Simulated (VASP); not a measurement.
# BiW3 (I4/mmm) in VASP: further runs

Runs on BiW3. Level: PBE. Tasks: single point, relaxation of cell and atoms.

Program: VASP 6.6.1. These are calculated values, not measurements. Logs are shortened: lines on timing, memory, paths and dates and some standing lists are left out, and cuts for length are marked.

## Step 1: The cell of the first run

The structure is tetragonal, space group I4/mmm (No. 139). The conventional cell has a = 4.009 Å, b = 4.009 Å, c = 8.936 Å, α = 90.00°, β = 90.00°, γ = 90.00°. Within 3.7 Å of Bi (site symmetry 4/mmm) lie 12 W at 2.83 to 3.00 Å. Within 3.7 Å of W (site symmetry 4/mmm) lie 4 Bi at 2.83 Å and 8 W at 3.00 Å. W (site symmetry -4m2) has 8 W at 2.83 to 3.00 Å and 4 Bi at 3.00 Å within 3.7 Å.

## Step 2: Single point, PBE

INCAR

```
  PREC = Accurate
  ENCUT = 520
  EDIFF = 1E-6
  ISMEAR = 0
  SIGMA = 0.1
  LREAL = F
  LASPH = T
  NELM = 80
  ALGO = Normal
  ISIF = 2
  LWAVE = F
  LCHARG = F
  GGA = PE
  NBANDS = 36
```

KPOINTS

```
regular mesh
0
Gamma
  6 6 6
```

POSCAR

```
BiW3
1.0
   -2.0044928874      2.0044928874      4.4680807693
    2.0044928874     -2.0044928874      4.4680807693
    2.0044928874      2.0044928874     -4.4680807693
Bi W
1 3
Direct
    0.0000000000      0.0000000000      0.0000000000
    0.5000000000      0.5000000000      0.0000000000
    0.2500000000      0.7500000000      0.5000000000
    0.7500000000      0.2500000000      0.5000000000
```

Potentials or basis: VASP PAW PBE potentials, release 64 (Bi_d, W_sv).

Launch:

```
> cat potpaw_PBE.64/Bi_d/POTCAR potpaw_PBE.64/W_sv/POTCAR > POTCAR
> mpirun -np 1 vasp_std > vasp.out
```

OUTCAR:

```text
PREC = Accurate
   ENCUT = 520
   EDIFF = 1E-6
   ISMEAR = 0
   LREAL = F
   LASPH = T
   NELM = 80
   ISIF = 2
   GGA = PE

 ion  position               nearest neighbor table
   1  0.000  0.000  0.000-   2 2.83   2 2.83   2 2.83   2 2.83   4 3.00   3 3.00   4 3.00   3 3.00
                             4 3.00   4 3.00   3 3.00   3 3.00
   2  0.500  0.500  0.000-   1 2.83   1 2.83   1 2.83   1 2.83   4 3.00   3 3.00   4 3.00   4 3.00
                             3 3.00   3 3.00   4 3.00   3 3.00
   3  0.250  0.750  0.500-   4 2.83   4 2.83   4 2.83   4 2.83   2 3.00   1 3.00   2 3.00   2 3.00
                             1 3.00   1 3.00   2 3.00   1 3.00
   4  0.750  0.250  0.500-   3 2.83   3 2.83   3 2.83   3 2.83   2 3.00   1 3.00   2 3.00   1 3.00
                             2 3.00   2 3.00   1 3.00   1 3.00

  LATTYP: Found a body centered tetragonal cell.
 ALAT       =     4.0089857748
 C/A-ratio  =     2.2290329875

  Lattice vectors:

 A1 = (  -2.0044928874,   2.0044928874,   4.4680807693)
 A2 = (   2.0044928874,  -2.0044928874,   4.4680807693)
 A3 = (   2.0044928874,   2.0044928874,  -4.4680807693)

Analysis of symmetry for initial positions (statically):
=====================================================================
 Subroutine PRICEL returns:
 Original cell was already a primitive cell.

 Routine SETGRP: Setting up the symmetry group for a
 body centered tetragonal supercell.

 Subroutine GETGRP returns: Found 16 space group operations
 (whereof 16 operations were pure point group operations)
 out of a pool of 16 trial point group operations.

The static configuration has the point symmetry D_4h.

Analysis of symmetry for dynamics (positions and initial velocities):
=====================================================================
 Subroutine PRICEL returns:
 Original cell was already a primitive cell.

 Routine SETGRP: Setting up the symmetry group for a
 body centered tetragonal supercell.

 Subroutine GETGRP returns: Found 16 space group operations
 (whereof 16 operations were pure point group operations)
 out of a pool of 16 trial point group operations.

The dynamic configuration has the point symmetry D_4h.

 Subroutine INISYM returns: Found 16 space group operations
 (whereof 16 operations are pure point group operations),
 and found     1 'primitive' translations

----------------------------------------------------------------------------------------

                                     Primitive cell

  volume of cell :      71.8108

  direct lattice vectors                    reciprocal lattice vectors
    -2.004492887  2.004492887  4.468080769     0.000000000  0.249439648  0.111904871
     2.004492887 -2.004492887  4.468080769     0.249439648  0.000000000  0.111904871
     2.004492887  2.004492887 -4.468080769     0.249439648  0.249439648  0.000000000

  length of vectors
     5.291477037  5.291477037  5.291477037     0.273391364  0.273391364  0.352760933

  position of ions in fractional coordinates (direct lattice)
     0.000000000  0.000000000  0.000000000
     0.500000000  0.500000000  0.000000000
     0.250000000  0.750000000  0.500000000
     0.750000000  0.250000000  0.500000000

  ion indices of the primitive-cell ions
   primitive index   ion index
                 1           1
                 2           2
                 3           3
                 4           4

----------------------------------------------------------------------------------------

 KPOINTS: regular mesh

Automatic generation of k-mesh.
 Grid dimensions read from file:
 generate k-points for:    6    6    6

 Generating k-lattice:

  Cartesian coordinates                     Fractional coordinates (reciprocal lattice)
     0.000000000  0.041573275  0.018650812     0.166666667  0.000000000 -0.000000000
     0.041573275  0.000000000  0.018650812     0.000000000  0.166666667 -0.000000000
     0.041573275  0.041573275  0.000000000     0.000000000  0.000000000  0.166666667

  Length of vectors
     0.045565227  0.045565227  0.058793489

  Shift w.r.t. Gamma in fractional coordinates (k-lattice)
     0.000000000  0.000000000  0.000000000

 Subroutine IBZKPT returns following result:
 ===========================================

 Found     30 irreducible k-points:

 Following reciprocal coordinates:
            Coordinates               Weight
  0.000000  0.000000  0.000000      1.000000
  0.166667  0.000000  0.000000      8.000000
  0.333333 -0.000000  0.000000      8.000000
  0.500000 -0.000000  0.000000      4.000000
  0.166667  0.166667 -0.000000      8.000000
  0.333333  0.166667  0.000000     16.000000
[... 16 lines left out ...]
 -0.333333 -0.333333  0.166667      8.000000
 -0.166667 -0.333333  0.166667      8.000000
 [... further k-points ...]
   k-points           NKPTS =     30   k-points in BZ     NKDIM =     30   number of bands    NBANDS=     36
   number of dos      NEDOS =    301   number of ions     NIONS =      4
   total plane-waves  NPLWV =  64000
   dimension x,y,z NGX =    40 NGY =   40 NGZ =   40
   dimension x,y,z NGXF=    80 NGYF=   80 NGZF=   80
   ions per type =               1   3
   NGX,Y,Z   is equivalent  to a cutoff of  12.57, 12.57, 12.57 a.u.
   NGXF,Y,Z  is equivalent  to a cutoff of  25.13, 25.13, 25.13 a.u.
 SYSTEM =  unknown system
   PREC   = accura    normal or accurate (medium, high low for compatibility)
   ISTART =      0    job   : 0-new  1-cont  2-samecut
   ICHARG =      2    charge: 1-file 2-atom 10-const
   ISPIN  =      1    spin polarized calculation?
   LNONCOLLINEAR =      F non collinear calculations
   LSORBIT =      F    spin-orbit coupling
   LASPH  =      T    aspherical Exc in radial PAW
   ENCUT  =  520.0 eV  38.22 Ry    6.18 a.u.   9.84  9.84  9.84*2*pi/ulx,y,z
   NELM   =     80;   NELMIN=  2; NELMDL= -5     # of ELM steps
   EDIFF  = 0.1E-05   stopping-criterion for ELM
   LREAL  =      F    real-space projection
   EDIFFG = 0.1E-04   stopping-criterion for IOM
   NSW    =      0    number of steps for IOM
   IBRION =     -1    ionic relax: 0-MD 1-quasi-New 2-CG
   NFREE  =      0    steps in history (QN), initial steepest desc. (CG)
   ISIF   =      2    stress and relaxation
   ISYM   =      2    0-nonsym 1-usesym 2-fastsym
   POTIM  = 0.5000    time-step for ionic-motion
   TEBEG  =    0.0;   TEEND  =   0.0 temperature during run
   PSTRESS=    0.0 pullay stress
   NELECT =      57.0000    total number of electrons
   NUPDOWN=      -1.0000    fix difference up-down
   EMIN   =  10.00;   EMAX   =-10.00  energy-range for DOS
   EFERMI =   0.00;   METHOD = LEGACY
   ISMEAR =     0;   SIGMA  =   0.10  broadening in eV -4-tet -1-fermi 0-gaus
   EFERMI_NEDOS =   21; number of points for ismear=-14 and -15
   IALGO  =     38    algorithm
   IMIX   =      4    mixing-type and parameters
     AMIX     =   0.40;   BMIX     =  1.00
     AMIX_MAG =   1.60;   BMIX_MAG =  1.00
  volume/ion in A,a.u.               =      17.95       121.15
  Fermi-wavevector in a.u.,A,eV,Ry     =   1.515781  2.864411 31.260634  2.297592
  Thomas-Fermi vector in A             =   2.625259
   LORBIT       =      0    0 simple, 1 ext, 2 COOP (PROOUT), +10 PAW based schemes
   GGA     = PE    functional components
   LHFCALC =     F    Hartree Fock is set to
   AEXX    =    0.0000 exact exchange contribution
   IVDW    =     0    specifies the selected vdW correction
   LEPSILON=     F    determine dielectric tensor
   LRPA    =     F    only Hartree local field effects (RPA)
 non-spin polarized calculation
 Gauss-broadening in eV      SIGMA  =   0.10
  energy-cutoff  :      520.00
  volume of cell :       71.81
 maximum number of plane-waves:      1977
   NGX = 19   NGY = 19   NGZ = 19

 number of electron      56.9999999 magnetization

 Free energy of the ion-electron system (eV)
  ---------------------------------------------------
  ext. energy  EPLUGINS =         0.00000000
  ---------------------------------------------------
  free energy    TOTEN  =       -38.66493997 eV

  energy without entropy =      -38.64548249  energy(sigma->0) =      -38.65521123

 E-fermi :  11.5583     XC(G=0): -12.9844

 val. band max:       11.5257886401   @ k =   0.3333   0.3333   0.0000
 cond. band min:      11.5714151610   @ k =  -0.1667   0.1667   0.1667
 fundamental gap:      0.0456265209
 Fermi energy:        11.5582762658

 k-point     1 :       0.0000    0.0000    0.0000
  band No.  band energies     occupation
      1     -62.6451      2.00000
      2     -62.5639      2.00000
      3     -62.5153      2.00000
      4     -27.1050      2.00000
      5     -27.0773      2.00000
      6     -27.0773      2.00000
[... 28 lines left out ...]
     35      14.6663      0.00000
     36      14.8764      0.00000

 k-point     2 :       0.1667    0.0000    0.0000
  band No.  band energies     occupation
      1     -62.6392      2.00000
      2     -62.5689      2.00000
      3     -62.5160      2.00000
      4     -27.1008      2.00000
      5     -27.0448      2.00000
      6     -27.0311      2.00000
[... 28 lines left out ...]
     35      15.5536      0.00000
     36      15.7577      0.00000

 k-point     3 :       0.3333   -0.0000    0.0000
  band No.  band energies     occupation
      1     -62.6234      2.00000
      2     -62.5829      2.00000
      3     -62.5175      2.00000
      4     -27.0470      2.00000
      5     -26.9818      2.00000
      6     -26.9610      2.00000
[... 28 lines left out ...]
     35      14.4182      0.00000
     36      15.4809      0.00000

 k-point     4 :       0.5000   -0.0000    0.0000
  band No.  band energies     occupation
      1     -62.6037      2.00000
      2     -62.6018      2.00000
      3     -62.5183      2.00000
      4     -27.0264      2.00000
      5     -26.9116      2.00000
      6     -26.8961      2.00000
[... 28 lines left out ...]
     35      14.5808      0.00000
     36      15.8840      0.00000

 k-point     5 :       0.1667    0.1667   -0.0000
  band No.  band energies     occupation
      1     -62.6335      2.00000
      2     -62.5733      2.00000
      3     -62.5171      2.00000
      4     -27.1315      2.00000
      5     -27.0357      2.00000
      6     -26.9554      2.00000
[... 655 lines left out ...]
 k-point    22 :      -0.1667    0.5000    0.1667
  band No.  band energies     occupation
      1     -62.6217      2.00000
      2     -62.5833      2.00000
      3     -62.5189      2.00000
      4     -27.0200      2.00000
      5     -26.9898      2.00000
      6     -26.9829      2.00000
[... 28 lines left out ...]
     35      14.4753      0.00000
     36      14.6493      0.00000

 k-point    23 :      -0.3333   -0.3333    0.1667
  band No.  band energies     occupation
      1     -62.6314      2.00000
      2     -62.5733      2.00000
      3     -62.5193      2.00000
      4     -27.1315      2.00000
      5     -27.0051      2.00000
      6     -26.9796      2.00000
[... 28 lines left out ...]
     35      14.7422      0.00000
     36      14.9740      0.00000

 k-point    24 :      -0.1667   -0.3333    0.1667
  band No.  band energies     occupation
      1     -62.6372      2.00000
      2     -62.5690      2.00000
      3     -62.5180      2.00000
      4     -27.0751      2.00000
      5     -27.0682      2.00000
      6     -27.0337      2.00000
[... 28 lines left out ...]
     35      15.2757      0.00000
     36      15.3878      0.00000

 [... further k-points ...]

------------------------ aborting loop because EDIFF is reached ----------------------------------------

  FORCE on cell =-STRESS in cart. coord.  units (eV):
  Direction    XX          YY          ZZ          XY          YZ          ZX
  --------------------------------------------------------------------------------------
  -------------------------------------------------------------------------------------
  Total        0.0533909      0.0533909     -0.0511952      0.0000000      0.0000000     -0.0000000
  in kB        1.1912081      1.1912081     -1.1422193      0.0000000      0.0000000     -0.0000000
  external PRESSURE =       0.4133990 kB  Pullay stress =       0.0000000 kB

 VOLUME and BASIS-vectors are now :
 -----------------------------------------------------------------------------
  energy-cutoff  :      520.00
  volume of cell :       71.81
      direct lattice vectors                 reciprocal lattice vectors
    -2.004492887  2.004492887  4.468080769     0.000000000  0.249439648  0.111904871
     2.004492887 -2.004492887  4.468080769     0.249439648  0.000000000  0.111904871
     2.004492887  2.004492887 -4.468080769     0.249439648  0.249439648  0.000000000

 POSITION                                       TOTAL-FORCE (eV/Angst)
 -----------------------------------------------------------------------------------
      0.00000      0.00000      0.00000         0.000000      0.000000     -0.000000
      0.00000      0.00000      4.46808         0.000000      0.000000     -0.000000
      2.00449     -0.00000      2.23404         0.000000     -0.000000      0.000000
     -0.00000      2.00449      2.23404        -0.000000     -0.000000     -0.000000
 -----------------------------------------------------------------------------------
    total drift:                               -0.000000     -0.000000      0.000000

  FREE ENERGIE OF THE ION-ELECTRON SYSTEM (eV)
  ---------------------------------------------------
  free  energy   TOTEN  =       -38.6649399678 eV

  energy  without entropy=      -38.6454824881  energy(sigma->0) =      -38.65521123
```

Wall time 58 s (1 thread of Oxide Virtual Turin-like, shared host); peak memory 0.23 GiB.

Results:

```yaml
Free_energy: -38.6649 eV
Pressure: 0.0 GPa
Band_gap_on_the_k_mesh: zero (an odd number of electrons rules out a gap without spin polarisation)
```

Stress tensor (GPa, compression positive):
```
 0.12  0.00  0.00
 0.00  0.12  0.00
 0.00  0.00 -0.11
```

Levels at points of the mesh, in eV from the Fermi level:
```csv
k point,band 24,band 25,band 26,band 27,band 28,band 29,band 30,band 31,band 32,band 33
"(0.00, 0.00, 0.00)",-2.46,-2.03,-1.47,-1.47,-1.13,-0.04,0.11,1.81,1.81,2.02
"(0.50, 0.00, 0.00)",-2.64,-1.48,-1.33,-1.11,-0.79,-0.23,0.17,0.18,0.43,0.84
"(0.50, 0.50, 0.00)",-2.88,-1.71,-1.70,-1.44,-0.30,-0.14,0.46,0.85,1.08,1.77
"(0.50, 0.50, 0.50)",-3.44,-2.25,-1.89,-1.89,-0.50,0.54,1.30,1.30,2.73,2.73
```

Caveat: spin-orbit coupling is left out, which moves the levels of the heavy elements.

## Step 3: Single point, PBE

This run uses another cell than the first one, of 19.78 Å³/atom.

INCAR

```
PREC = Accurate
ENCUT = 520
EDIFF = 1E-7
ISMEAR = 0
SIGMA = 0.1
LREAL = F
LASPH = T
NELM = 60
ALGO = Normal
ISIF = 2
LWAVE = F
LCHARG = F
GGA = PE
NBANDS = 36
```

KPOINTS is that of step 2.

POSCAR

```
BiW3
1.0
   -2.0690153864      2.0690153864      4.6216967072
    2.0690153864     -2.0690153864      4.6216967072
    2.0690153864      2.0690153864     -4.6216967072
Bi W
1 3
Direct
    0.0000000000      0.0000000000      0.0000000000
    0.5000000000      0.5000000000      0.0000000000
    0.2500000000      0.7500000000      0.5000000000
    0.7500000000      0.2500000000      0.5000000000
```

Potentials or basis: VASP PAW PBE potentials, release 64 (Bi_d, W_sv).

Launch:

```
> cat potpaw_PBE.64/Bi_d/POTCAR potpaw_PBE.64/W_sv/POTCAR > POTCAR
> mpirun -np 1 vasp_std > vasp.out
```

Wall time 2 min (1 thread of Oxide Virtual Turin-like, shared host); peak memory 0.25 GiB.

Results (log left out):

- Free energy: -38.2619 eV
- Pressure: -16.4 GPa
- Band gap on the k mesh: zero (an odd number of electrons rules out a gap without spin polarisation)

Stress tensor (GPa, compression positive):
```
-16.39   0.00   0.00
  0.00 -16.39   0.00
  0.00   0.00 -16.28
```

Levels at points of the mesh, in eV from the Fermi level:
```csv
k point,band 25,band 26,band 27,band 28,band 29,band 30,band 31,band 32
"(0.00, 0.00, 0.00)",-1.93,-1.29,-1.29,-1.27,0.01,0.08,1.59,1.60
"(0.50, 0.00, 0.00)",-1.28,-1.10,-1.00,-0.66,-0.17,0.15,0.16,0.41
"(0.50, 0.50, 0.00)",-1.49,-1.48,-1.38,-0.21,-0.13,0.47,0.78,0.92
"(0.50, 0.50, 0.50)",-1.94,-1.76,-1.76,-0.45,0.49,1.16,1.16,2.03
```

Caveat: the cell stands under tension; spin-orbit coupling is left out, which moves the levels of the heavy elements.

## Step 4: Relaxation of cell and atoms, PBE

This run uses another cell than the first one, of 19.78 Å³/atom.

INCAR

```
SYSTEM = BiW3
PREC     = Accurate       ! precision mode
ENCUT    = 600            ! plane-wave cutoff, eV
EDIFF    = 1E-7           ! SCF threshold, eV
ISMEAR   = 0              ! smearing method
SIGMA    = 0.1            ! smearing width, eV
LREAL    = .False.        ! projectors in reciprocal space
LASPH    = .True.         ! aspherical terms in the spheres
NELM     = 80             ! most SCF steps
ALGO     = Normal         ! electronic algorithm
ISIF     = 3              ! what is computed and relaxed
LWAVE    = .False.        ! write WAVECAR
LCHARG   = .False.        ! write CHGCAR
GGA      = PE             ! functional
IBRION   = 2              ! ionic algorithm
NSW      = 90             ! ionic steps
EDIFFG   = -0.04          ! ionic threshold
```

KPOINTS

```
regular mesh
0
Gamma
  6 6 6
  0 0 0
```

POSCAR is that of step 3.

Launch:

```
> cat potpaw_PBE.64/Bi_d/POTCAR potpaw_PBE.64/W_sv/POTCAR > POTCAR
> mpirun -np 1 vasp_std > vasp.out
```

Wall time 10 min (1 thread of Oxide Virtual Turin-like, shared host); peak memory 0.36 GiB.

It converged, with:

```yaml
Free_energy: -38.6662 eV
Relaxed_volume: 17.97 Å³/atom
Relaxed_cell: a = 5.298 Å, b = 5.298 Å, c = 5.298 Å, α = 135.56°, β = 135.56°, γ = 64.67°
Space_group_after_relaxing_to_0.1_Å: I4/mmm (No. 139)
Pressure_after_relaxing: 0.0 GPa
Band_gap_on_the_k_mesh: zero (an odd number of electrons rules out a gap without spin polarisation)
```

Stress tensor (GPa, compression positive):
```
 0.11  0.00  0.00
 0.00  0.11  0.00
 0.00  0.00 -0.15
```

Final structure:
```xyz
4
Lattice="-2.0035 2.0035 4.4763 2.0035 -2.0035 4.4763 2.0035 2.0035 -4.4763" Properties=species:S:1:pos:R:3 pbc="T T T"
Bi    0.0000    0.0000    0.0000
W     0.0000    0.0000    4.4763
W     2.0035    0.0000    2.2382
W     0.0000    2.0035    2.2382
```

Levels at points of the mesh, in eV from the Fermi level:
```csv
k point,band 25,band 26,band 27,band 28,band 29,band 30,band 31,band 32
"(0.00, 0.00, 0.00)",-2.05,-1.46,-1.46,-1.12,-0.04,0.11,1.82,1.82
"(0.50, 0.00, 0.00)",-1.47,-1.32,-1.10,-0.79,-0.24,0.17,0.19,0.44
"(0.50, 0.50, 0.00)",-1.71,-1.69,-1.44,-0.28,-0.13,0.47,0.85,1.07
"(0.50, 0.50, 0.50)",-2.26,-1.88,-1.88,-0.50,0.53,1.31,1.31,2.72
```

Caveat: spin-orbit coupling is left out, which moves the levels of the heavy elements.

## Step 5: Overview

```tsv
task	cell	cutoff (eV)	gap on the mesh (eV)	pressure (GPa)
single point	a = 5.291 Å, angles 135.5, 135.5, 64.8°, 4 atoms	520	none	0.0
single point	a = 5.470 Å, angles 135.6, 135.6, 64.7°, 4 atoms	520	none	-16.4
relaxation of cell and atoms	relaxed from a = 5.470 Å, angles 135.6, 135.6, 64.7°, 4 atoms	600	none	0.0
```

Alike in all rows: level PBE; potentials or basis VASP PAW PBE potentials, release 64 (Bi_d, W_sv); no spin polarisation; k mesh 6 × 6 × 6; smearing gaussian 0.1 eV.

Caveats: spin-orbit coupling is left out, which moves the levels of the heavy elements; the cell stands under tension (at least some runs).

Total energies depend on the potentials used, so only differences within one code and one set of settings carry meaning.

The gap in the log of VASP goes by the Fermi energy; the results here count the filled bands.